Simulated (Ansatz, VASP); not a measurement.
# Two plane-wave programs on W

```
W
1.0
    -1.72508    1.72508    1.53341
     1.72508   -1.72508    1.53341
     1.72508    1.72508   -1.53341
W
1
Cartesian
  0.0000 0.0000 0.0000
```

Change from the starting cell: strain +0.080 along x and y, -0.040 along z, atoms carried along.

Alike in both runs: task single point; functional PBE; k mesh 20 × 20 × 20; occupations gaussian, width 0.15 eV; no spin polarisation.

|  | VASP | Ansatz |
| --- | --- | --- |
| version | VASP 6.6.1 | Ansatz 0.2.0 |
| potentials or method | VASP PAW PBE potentials, release 64 (W_sv), cutoff 520 eV | scalar-relativistic, plane waves, PAW |
| valence electrons in the cell | 14 | 14 |

Ansatz gave:

* gap on the k mesh at the Fermi level (eV): none
* pressure (GPa): -26.9
* traceless stress, the component that is largest in VASP (GPa): 17.46

Task: Which values does VASP return?

Result: gap on the k mesh at the Fermi level (eV): none; pressure (GPa): -26.7; traceless stress, the component that is largest in VASP (GPa): 17.45.

A gap of «none» marks a metal or a gap that the smearing closes.

Spin-orbit coupling is off throughout.
